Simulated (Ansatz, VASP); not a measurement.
**GaCo: VASP beside Ansatz**

INCAR

```
SYSTEM = GaCo
  PREC = Accurate
  ENCUT = 520
  EDIFF = 1E-6
  ISMEAR = 0
  SIGMA = 0.1
  LREAL = .False.
  LASPH = .True.
  NELM = 150
  ALGO = Fast
  ISIF = 2
  LWAVE = .False.
  LCHARG = .False.
  ISPIN = 2
  MAGMOM = 0 0.12
  LORBIT = 11
  LMAXMIX = 4
  GGA = PE
  NBANDS = 22
```

Contents of KPOINTS:

```
regular mesh
0
Gamma
  20 20 20
  0 0 0
```

The input POSCAR:

```
GaCo
1.0
    2.7924002880      0.0000000000      0.0000000000
    0.0000000000      2.7924002880      0.0000000000
    0.0000000000      0.0000000000      2.7924002880
Ga Co
1 1
Direct
    0.5000000000      0.5000000000      0.5000000000
    0.0000000000      0.0000000000      0.0000000000
```

Input for Ansatz:

```yaml
crystal:
  lattice:
    - [2.792400288, 0.0, 0.0]
    - [0.0, 2.792400288, 0.0]
    - [0.0, 0.0, 2.792400288]
  atoms:
    - { symbol: Ga, position: [0.5, 0.5, 0.5] }
    - { symbol: Co, position: [0.0, 0.0, 0.0], spin: 0.12 }
basis:
  ecutwfc: 420
kpoints:
  mp_grid: { grid: [20, 20, 20] }
hamiltonian:
  xc: pbe
scf:
  occupations: { method: gaussian, width: 0.1 }
output:
  forces: true
  stress: true
  eigenvalues: true
  populations: true
magnetization:
  spin_polarized: true
```

Alike in both runs: task single point; functional PBE; k mesh 20 × 20 × 20; occupations gaussian, width 0.1 eV; collinear spin.

|  | VASP | Ansatz |
| --- | --- | --- |
| version | VASP 6.6.1 | Ansatz 0.2.0 |
| potentials or method | VASP PAW PBE potentials, release 64 (Ga_d, Co), cutoff 520 eV | scalar-relativistic, plane waves, PAW |
| valence electrons in the cell | 22 | 30 |

Ansatz gave:

- gap on the k mesh at the Fermi level (eV): none
- pressure (GPa): 20.8
- net moment per atom (μB): 0.00

Problem. Estimate VASP's values.

Solution. gap on the k mesh at the Fermi level (eV): none; pressure (GPa): 21.3; net moment per atom (μB): 0.00.

A gap of «none» marks a metal or a gap that the smearing closes. With one functional, cell and mesh, what is left measures potentials, basis and numerics. VASP's potentials hold 22 valence electrons a cell and Ansatz's 30, so a difference there can come from the potentials and not from the codes. Ansatz's warnings: seeded moment not kept.
